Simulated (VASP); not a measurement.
A run of VASP 6.6.1:

INCAR

```
ALGO     = Normal         # electronic algorithm
EDIFF    = 1E-6           # SCF threshold, eV
ENCUT    = 520            # plane-wave cutoff, eV
ISIF     = 2              # what is computed and relaxed
ISMEAR   = -1             # smearing method
LASPH    = True           # aspherical terms in the spheres
LCHARG   = False          # write CHGCAR
LREAL    = False          # projectors in reciprocal space
LWAVE    = False          # write WAVECAR
NBANDS   = 17             # bands
NELM     = 60             # most SCF steps
PREC     = Accurate       # precision mode
SIGMA    = 0.1            # smearing width, eV
```

KPOINTS

```
k-points
0
Gamma
  15 15 8
```

Contents of POSCAR:

```
Pd
1.0
    2.6253654073      0.0000000000      0.0000000000
   -1.3126827037      2.2736331370      0.0000000000
    0.0000000000      0.0000000000      4.3877812418
Pd
2
Direct
    0.3333333333      0.6666666667      0.2500000000
    0.6666666667      0.3333333333      0.7500000000
```

Potentials or basis: VASP PAW LDA potentials, release 64 (Pd).

Launch:

```sh
$ cat potpaw_LDA.64/Pd/POTCAR > POTCAR
$ mpirun -np 1 vasp_std > vasp.out
```

Hardware: 1 thread of Intel(R) Xeon(R) 6975P-C (Granite Rapids), with other jobs on the host.

Question: Estimate the wall time of this run.

Answer: Run time: 17 s on 1 thread of Intel(R) Xeon(R) 6975P-C (Granite Rapids) (shared host), peak memory 0.16 GiB. Counts: scf iterations 11, k points 135.
